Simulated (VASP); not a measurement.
A run of VASP 6.6.1:

POSCAR

```
BN
1.0
    0.0000000000      1.6536792422      2.1497830149
    1.6536792422      0.0000000000      2.1497830149
    1.6536792422      1.6536792422      0.0000000000
B N
1 1
Direct
    0.0000000000      0.0000000000      0.0000000000
    0.7500000000      0.7500000000      0.7500000000
```

Contents of INCAR.step1:

```
PREC = Accurate ; ENCUT = 1460
ISMEAR = 0 ; SIGMA = 0.05
LREAL = False ; LASPH = True
NELM = 120 ; NBANDS = 11
GGA = PE ; ALGO = Normal
EDIFF = 1E-5 ; LWAVE = True
LCHARG = False ; GGA_COMPAT = False
```

The input INCAR.step2:

```
PREC = Accurate ; ENCUT = 1460
EDIFF = 1E-6 ; ISMEAR = 0
SIGMA = 0.05 ; LREAL = False
LASPH = True ; NELM = 120
ALGO = Normal ; ISIF = 2
LWAVE = False ; LCHARG = False
METAGGA = R2SCAN ; LMIXTAU = True
NBANDS = 11 ; ISTART = 1
GGA_COMPAT = False
```

The input KPOINTS:

```
regular mesh
0
Gamma
  12 12 12
```

Potentials or basis: VASP PAW PBE potentials, release 64 (B_h, N_h).

The run is started by

```sh
$ cat potpaw_PBE.64/B_h/POTCAR potpaw_PBE.64/N_h/POTCAR > POTCAR
$ cp INCAR.step1 INCAR
$ mpirun -np 1 vasp_std > vasp.out
$ cp INCAR.step2 INCAR
$ mpirun -np 1 vasp_std > vasp.out
```

Hardware: 1 thread of Intel(R) Xeon(R) Platinum 8488C (Sapphire Rapids) (shared host).

Task: How long does it take, and how much memory?

Result: It took 2.8 min on 1 thread of Intel(R) Xeon(R) Platinum 8488C (Sapphire Rapids) (shared host), peak memory 0.25 GiB. Counts: k points 163.
